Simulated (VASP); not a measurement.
# CuI (R-3m) in VASP: a series of runs

The runs below take CuI through single point, with PBE.

All numbers are computed with VASP 6.6.1; they aren't measurements. Logs are shortened: lines on timing, memory, paths and dates and some standing lists are left out, and cuts for length are marked.

## Step 1: The cell of the first run

The structure is trigonal, space group R-3m (No. 166). The conventional cell has a = 4.415 Å, b = 4.415 Å, c = 20.513 Å, α = 90.00°, β = 90.00°, γ = 120.00°. Within 3.6 Å of I (site symmetry -3m) lie 6 Cu at 2.70 Å. Within 3.3 Å of I (site symmetry -3m) lie 2 Cu at 2.52 Å. Within 3.3 Å of Cu (site symmetry 3m) lie 4 I at 2.52 to 2.70 Å and 3 Cu at 3.12 Å.

## Step 2: Single point, PBE

File INCAR:

```
PREC = Accurate
ENCUT = 520
EDIFF = 1E-7
ISMEAR = -1
SIGMA = 0.05
LREAL = F
LASPH = T
NELM = 100
ALGO = Normal
ISIF = 2
LWAVE = F
LCHARG = F
GGA = PE
NBANDS = 26
```

File KPOINTS:

```
Automatic mesh
0
Gamma
  7 7 7
```

File POSCAR:

```
CuI
1.0
    2.2074159194      1.2744521753      6.8377690325
   -2.2074159194      1.2744521753      6.8377690325
    0.0000000000     -2.5489043505      6.8377690325
I Cu
2 2
Direct
    0.5000000000      0.5000000000      0.5000000000
    0.0000000000      0.0000000000      0.0000000000
    0.8770150000      0.8770150000      0.8770150000
    0.1229850000      0.1229850000      0.1229850000
```

Potentials or basis: VASP PAW PBE potentials, release 64 (I, Cu).

Run with:

```console
$ cat potpaw_PBE.64/I/POTCAR potpaw_PBE.64/Cu/POTCAR > POTCAR
$ mpirun -np 1 vasp_std > vasp.out
```

OUTCAR:

```text
PREC = Accurate
   ENCUT = 520
   EDIFF = 1E-7
   ISMEAR = -1
   LREAL = F
   LASPH = T
   NELM = 100
   ISIF = 2
   GGA = PE

 ion  position               nearest neighbor table
   1  0.500  0.500  0.500-   4 2.70   3 2.70   4 2.70   4 2.70   3 2.70   3 2.70
   2  0.000  0.000  0.000-   3 2.52   4 2.52
   3  0.877  0.877  0.877-   2 2.52   1 2.70   1 2.70   1 2.70
   4  0.123  0.123  0.123-   2 2.52   1 2.70   1 2.70   1 2.70

  LATTYP: Found a trigonal (rhomboedric) cell.
 ALAT       =     7.2973967091
 COS(alpha) =     0.8169952243

  Lattice vectors:

 A1 = (   2.2074159194,   1.2744521753,   6.8377690325)
 A2 = (  -2.2074159194,   1.2744521753,   6.8377690325)
 A3 = (   0.0000000000,  -2.5489043505,   6.8377690325)

Analysis of symmetry for initial positions (statically):
=====================================================================
 Subroutine PRICEL returns:
 Original cell was already a primitive cell.

 Routine SETGRP: Setting up the symmetry group for a
 trigonal (rhombohedral) supercell.

 Subroutine GETGRP returns: Found 12 space group operations
 (whereof 12 operations were pure point group operations)
 out of a pool of 12 trial point group operations.

The static configuration has the point symmetry D_3d.

Analysis of symmetry for dynamics (positions and initial velocities):
=====================================================================
 Subroutine PRICEL returns:
 Original cell was already a primitive cell.

 Routine SETGRP: Setting up the symmetry group for a
 trigonal (rhombohedral) supercell.

 Subroutine GETGRP returns: Found 12 space group operations
 (whereof 12 operations were pure point group operations)
 out of a pool of 12 trial point group operations.

The dynamic configuration has the point symmetry D_3d.

 Subroutine INISYM returns: Found 12 space group operations
 (whereof 12 operations are pure point group operations),
 and found     1 'primitive' translations

----------------------------------------------------------------------------------------

                                     Primitive cell

  volume of cell :     115.4180

  direct lattice vectors                    reciprocal lattice vectors
     2.207415919  1.274452175  6.837769032     0.226509194  0.130775144  0.048748844
    -2.207415919  1.274452175  6.837769032    -0.226509194  0.130775144  0.048748844
     0.000000000 -2.548904350  6.837769032     0.000000000 -0.261550288  0.048748844

  length of vectors
     7.297396709  7.297396709  7.297396709     0.266054511  0.266054511  0.266054511

  position of ions in fractional coordinates (direct lattice)
     0.500000000  0.500000000  0.500000000
     0.000000000  0.000000000  0.000000000
     0.877015000  0.877015000  0.877015000
     0.122985000  0.122985000  0.122985000

  ion indices of the primitive-cell ions
   primitive index   ion index
                 1           1
                 2           2
                 3           3
                 4           4

----------------------------------------------------------------------------------------

 KPOINTS: Automatic mesh

Automatic generation of k-mesh.
 Grid dimensions read from file:
 generate k-points for:    7    7    7

 Generating k-lattice:

  Cartesian coordinates                     Fractional coordinates (reciprocal lattice)
     0.032358456  0.018682163  0.006964121     0.142857143  0.000000000  0.000000000
    -0.032358456  0.018682163  0.006964121     0.000000000  0.142857143  0.000000000
     0.000000000 -0.037364327  0.006964121     0.000000000  0.000000000  0.142857143

  Length of vectors
     0.038007787  0.038007787  0.038007787

  Shift w.r.t. Gamma in fractional coordinates (k-lattice)
     0.000000000  0.000000000  0.000000000

 Subroutine IBZKPT returns following result:
 ===========================================

 Found     44 irreducible k-points:

 Following reciprocal coordinates:
            Coordinates               Weight
  0.000000  0.000000  0.000000      1.000000
  0.142857  0.000000 -0.000000      6.000000
  0.285714  0.000000  0.000000      6.000000
  0.428571  0.000000  0.000000      6.000000
  0.142857  0.142857 -0.000000      6.000000
  0.285714  0.142857  0.000000     12.000000
[... 16 lines left out ...]
  0.285714  0.285714  0.142857      6.000000
  0.428571  0.285714  0.142857     12.000000
 [... further k-points ...]
   k-points           NKPTS =     44   k-points in BZ     NKDIM =     44   number of bands    NBANDS=     26
   number of dos      NEDOS =    301   number of ions     NIONS =      4
   total plane-waves  NPLWV = 157464
   dimension x,y,z NGX =    54 NGY =   54 NGZ =   54
   dimension x,y,z NGXF=   108 NGYF=  108 NGZF=  108
   ions per type =               2   2
   NGX,Y,Z   is equivalent  to a cutoff of  12.30, 12.30, 12.30 a.u.
   NGXF,Y,Z  is equivalent  to a cutoff of  24.60, 24.60, 24.60 a.u.
 SYSTEM =  unknown system
   PREC   = accura    normal or accurate (medium, high low for compatibility)
   ISTART =      0    job   : 0-new  1-cont  2-samecut
   ICHARG =      2    charge: 1-file 2-atom 10-const
   ISPIN  =      1    spin polarized calculation?
   LNONCOLLINEAR =      F non collinear calculations
   LSORBIT =      F    spin-orbit coupling
   LASPH  =      T    aspherical Exc in radial PAW
   ENCUT  =  520.0 eV  38.22 Ry    6.18 a.u.  13.57 13.57 13.57*2*pi/ulx,y,z
   NELM   =    100;   NELMIN=  2; NELMDL= -5     # of ELM steps
   EDIFF  = 0.1E-06   stopping-criterion for ELM
   LREAL  =      F    real-space projection
   EDIFFG = 0.1E-05   stopping-criterion for IOM
   NSW    =      0    number of steps for IOM
   IBRION =     -1    ionic relax: 0-MD 1-quasi-New 2-CG
   NFREE  =      0    steps in history (QN), initial steepest desc. (CG)
   ISIF   =      2    stress and relaxation
   ISYM   =      2    0-nonsym 1-usesym 2-fastsym
   POTIM  = 0.5000    time-step for ionic-motion
   TEBEG  =    0.0;   TEEND  =   0.0 temperature during run
   PSTRESS=    0.0 pullay stress
   NELECT =      36.0000    total number of electrons
   NUPDOWN=      -1.0000    fix difference up-down
   EMIN   =  10.00;   EMAX   =-10.00  energy-range for DOS
   EFERMI =   0.00;   METHOD = LEGACY
   ISMEAR =    -1;   SIGMA  =   0.05  broadening in eV -4-tet -1-fermi 0-gaus
   EFERMI_NEDOS =   21; number of points for ismear=-14 and -15
   IALGO  =     38    algorithm
   IMIX   =      4    mixing-type and parameters
     AMIX     =   0.40;   BMIX     =  1.00
     AMIX_MAG =   1.60;   BMIX_MAG =  1.00
  volume/ion in A,a.u.               =      28.85       194.72
  Fermi-wavevector in a.u.,A,eV,Ry     =   1.110243  2.098054 16.771065  1.232639
  Thomas-Fermi vector in A             =   2.246792
   LORBIT       =      0    0 simple, 1 ext, 2 COOP (PROOUT), +10 PAW based schemes
   GGA     = PE    functional components
   LHFCALC =     F    Hartree Fock is set to
   AEXX    =    0.0000 exact exchange contribution
   IVDW    =     0    specifies the selected vdW correction
   LEPSILON=     F    determine dielectric tensor
   LRPA    =     F    only Hartree local field effects (RPA)
 non-spin polarized calculation
  energy-cutoff  :      520.00
  volume of cell :      115.42
 maximum number of plane-waves:      3122
 NGX is ok and might be reduce to    54
   NGX = 27   NGY = 27   NGZ = 27

 number of electron      35.9999996 magnetization

 Free energy of the ion-electron system (eV)
  ---------------------------------------------------
  ext. energy  EPLUGINS =         0.00000000
  ---------------------------------------------------
  free energy    TOTEN  =       -10.13031320 eV

  energy without entropy =      -10.12787054  energy(sigma->0) =      -10.12909187

 E-fermi :   3.7551     XC(G=0):  -8.7615

 val. band max:        3.6969037924   @ k =   0.0000   0.0000   0.0000
 cond. band min:       3.7672510655   @ k =   0.1429   0.1429   0.1429
 fundamental gap:      0.0703472731
 Fermi energy:         3.7551225651

 k-point     1 :       0.0000    0.0000    0.0000
  band No.  band energies     occupation
      1     -10.7146      2.00000
      2      -8.2875      2.00000
      3      -1.5065      2.00000
      4      -1.0669      2.00000
      5      -1.0669      2.00000
      6      -0.0024      2.00000
[... 18 lines left out ...]
     25      11.2904      0.00000
     26      11.2906      0.00000

 k-point     2 :       0.1429    0.0000   -0.0000
  band No.  band energies     occupation
      1     -10.6437      2.00000
      2      -8.2597      2.00000
      3      -1.4530      2.00000
      4      -1.3657      2.00000
      5      -1.0807      2.00000
      6       0.0000      2.00000
[... 18 lines left out ...]
     25      10.6117      0.00000
     26      11.1963      0.00000

 k-point     3 :       0.2857    0.0000    0.0000
  band No.  band energies     occupation
      1     -10.4737      2.00000
      2      -8.1980      2.00000
      3      -2.1928      2.00000
      4      -1.1128      2.00000
      5      -1.0025      2.00000
      6      -0.0144      2.00000
[... 18 lines left out ...]
     25      10.9687      0.00000
     26      11.1239      0.00000

 k-point     4 :       0.4286    0.0000    0.0000
  band No.  band energies     occupation
      1     -10.3244      2.00000
      2      -8.1504      2.00000
      3      -2.7163      2.00000
      4      -1.1398      2.00000
      5      -0.5480      2.00000
      6      -0.1279      2.00000
[... 18 lines left out ...]
     25      11.0715      0.00000
     26      11.0929      0.00000
[... 496 lines left out ...]
      1     -10.4751      2.00000
      2      -8.1926      2.00000
      3      -2.2446      2.00000
      4      -1.1134      2.00000
      5      -0.9757      2.00000
      6       0.0041      2.00000
[... 18 lines left out ...]
     25      10.9664      0.00000
     26      11.1679      0.00000

 k-point    23 :       0.2857    0.2857    0.1429
  band No.  band energies     occupation
      1     -10.6358      2.00000
      2      -8.2820      2.00000
      3      -1.5930      2.00000
      4      -1.0816      2.00000
      5      -1.0655      2.00000
      6      -0.1126      2.00000
[... 18 lines left out ...]
     25      10.9568      0.00000
     26      11.1781      0.00000

 k-point    24 :       0.4286    0.2857    0.1429
  band No.  band energies     occupation
      1     -10.5155      2.00000
      2      -8.2322      2.00000
      3      -2.0695      2.00000
      4      -1.2233      2.00000
      5      -0.7979      2.00000
      6      -0.1053      2.00000
[... 18 lines left out ...]
     25      10.8214      0.00000
     26      11.3544      0.00000

 [... further k-points ...]

------------------------ aborting loop because EDIFF is reached ----------------------------------------

  FORCE on cell =-STRESS in cart. coord.  units (eV):
  Direction    XX          YY          ZZ          XY          YZ          ZX
  --------------------------------------------------------------------------------------
  -------------------------------------------------------------------------------------
  Total        0.5350215      0.5350215      0.4462480      0.0000000      0.0000000      0.0000000
  in kB        7.4269146      7.4269146      6.1946025      0.0000000      0.0000000      0.0000000
  external PRESSURE =       7.0161439 kB  Pullay stress =       0.0000000 kB

 VOLUME and BASIS-vectors are now :
 -----------------------------------------------------------------------------
  energy-cutoff  :      520.00
  volume of cell :      115.42
      direct lattice vectors                 reciprocal lattice vectors
     2.207415919  1.274452175  6.837769032     0.226509194  0.130775144  0.048748844
    -2.207415919  1.274452175  6.837769032    -0.226509194  0.130775144  0.048748844
     0.000000000 -2.548904350  6.837769032     0.000000000 -0.261550288  0.048748844

 POSITION                                       TOTAL-FORCE (eV/Angst)
 -----------------------------------------------------------------------------------
      0.00000      0.00000     10.25665         0.000000     -0.000000      0.000000
      0.00000      0.00000      0.00000        -0.000000     -0.000000      0.000000
      0.00000      0.00000     17.99048         0.000000      0.000000      0.001709
      0.00000      0.00000      2.52283         0.000000     -0.000000     -0.001709
 -----------------------------------------------------------------------------------
    total drift:                                0.000000     -0.000000     -0.000000

  FREE ENERGIE OF THE ION-ELECTRON SYSTEM (eV)
  ---------------------------------------------------
  free  energy   TOTEN  =       -10.1303131973 eV

  energy  without entropy=      -10.1278705359  energy(sigma->0) =      -10.12909187
```

Run time: 6.5 min. Hardware: 1 thread of Intel Xeon Platinum 8259CL at 2.50GHz (Skylake/Cascade Lake), shared host; peak memory 0.46 GiB.

What came out:

```
Free energy            : -10.1303 eV
Pressure               : 0.7 GPa
Band gap on the k mesh : zero (filled and empty bands touch)
```

Caveat: semilocal functionals underestimate gaps, and a narrow one can read as zero; spin-orbit coupling is left out, which moves the levels of the heavy elements.

## Step 3: Single point, PBE

This run uses another cell than the first one, of 29.43 Å³/atom.

File INCAR:

```
PREC = Accurate ; ENCUT = 520
EDIFF = 1E-7 ; ISMEAR = -1
SIGMA = 0.05 ; LREAL = F
LASPH = T ; NELM = 80
ALGO = Normal ; ISIF = 2
LWAVE = F ; LCHARG = F
GGA = PE ; NBANDS = 26
```

File KPOINTS:

```
regular mesh
0
Gamma
  7 7 7
```

File POSCAR:

```
CuI
1.0
    2.2220349939      1.2828925019      6.8830535908
   -2.2220349939      1.2828925019      6.8830535908
    0.0000000000     -2.5657850037      6.8830535908
I Cu
2 2
Direct
    0.5000000000      0.5000000000      0.5000000000
    0.0000000000      0.0000000000      0.0000000000
    0.8770150000      0.8770150000      0.8770150000
    0.1229850000      0.1229850000      0.1229850000
```

Potentials or basis: VASP PAW PBE potentials, release 64 (I, Cu).

Run with:

```console
$ cat potpaw_PBE.64/I/POTCAR potpaw_PBE.64/Cu/POTCAR > POTCAR
$ mpirun -np 1 vasp_std > vasp.out
```

Wall time 5.9 min (1 thread of Intel Xeon Platinum 8259CL at 2.50GHz (Skylake/Cascade Lake), shared host); peak memory 0.47 GiB.

The run converged. Its results:

* Free energy: -10.1353 eV
* Pressure: 0.0 GPa
* Largest force: 0.043 eV/Å
* Band gap on the k mesh: zero (filled and empty bands touch)

Forces on the atoms (eV/Å):
```
I    0.000  0.000  0.000
I    0.000  0.000  0.000
Cu   0.000  0.000  0.043
Cu   0.000  0.000 -0.043
```

Stress tensor (GPa, compression positive):
```
 0.12  0.00  0.00
 0.00  0.12  0.00
 0.00  0.00 -0.33
```

Levels at points of the mesh, in eV from the Fermi level:
| k point | band 16 | band 17 | band 18 | band 19 | band 20 | band 21 |
| --- | --- | --- | --- | --- | --- | --- |
| (0.00, 0.00, 0.00) | -0.49 | -0.25 | -0.06 | -0.06 | 3.19 | 3.19 |

Caveat: semilocal functionals underestimate gaps, and a narrow one can read as zero; spin-orbit coupling is left out, which moves the levels of the heavy elements.

## Step 4: Single point, PBE

This run uses another cell than the first one, of 30.01 Å³/atom.

File INCAR:

```
SYSTEM = CuI
PREC = Accurate
ENCUT = 520
EDIFF = 1E-6
ISMEAR = -1
SIGMA = 0.05
LREAL = .False.
LASPH = .True.
NELM = 80
ALGO = Normal
ISIF = 2
LWAVE = .False.
LCHARG = .True.
GGA = PE
LELF = .True.
LVHAR = .True.
NBANDS = 26
```

File KPOINTS:

```
regular mesh
0
Gamma
  7 7 7
  0 0 0
```

File POSCAR:

```
CuI
1.0
    2.2364641969      1.2912232061      6.9277499964
   -2.2364641969      1.2912232061      6.9277499964
    0.0000000000     -2.5824464121      6.9277499964
I Cu
2 2
Direct
    0.5000000000      0.5000000000      0.5000000000
    0.0000000000      0.0000000000      0.0000000000
    0.8770150000      0.8770150000      0.8770150000
    0.1229850000      0.1229850000      0.1229850000
```

Run with:

```console
$ cat potpaw_PBE.64/I/POTCAR potpaw_PBE.64/Cu/POTCAR > POTCAR
$ mpirun -np 1 vasp_std > vasp.out
```

It took 4.9 min on 1 thread of Intel Xeon Platinum 8259CL at 2.50GHz (Skylake/Cascade Lake), shared host; peak memory 0.45 GiB.

Results (log left out):

- Free energy: -10.1304 eV
- Pressure: -0.5 GPa
- Largest force: 0.082 eV/Å
- Band gap on the k mesh: zero (filled and empty bands touch)

Forces in eV/Å, atoms in the order of the input:
```
I    0.000  0.000  0.000
I    0.000  0.000  0.000
Cu   0.000  0.000  0.082
Cu   0.000  0.000 -0.082
```

Stress tensor (GPa, compression positive):
```
-0.28  0.00  0.00
 0.00 -0.28  0.00
 0.00  0.00 -1.03
```

Levels at points of the mesh, in eV from the Fermi level:
| k point | band 16 | band 17 | band 18 | band 19 | band 20 | band 21 |
| --- | --- | --- | --- | --- | --- | --- |
| (0.00, 0.00, 0.00) | -0.52 | -0.25 | -0.06 | -0.06 | 3.22 | 3.22 |

Caveat: semilocal functionals underestimate gaps, and a narrow one can read as zero; spin-orbit coupling is left out, which moves the levels of the heavy elements.

(Part 1 of 2 ends here.)

The gap in the log of VASP goes by the Fermi energy; the results here count the filled bands.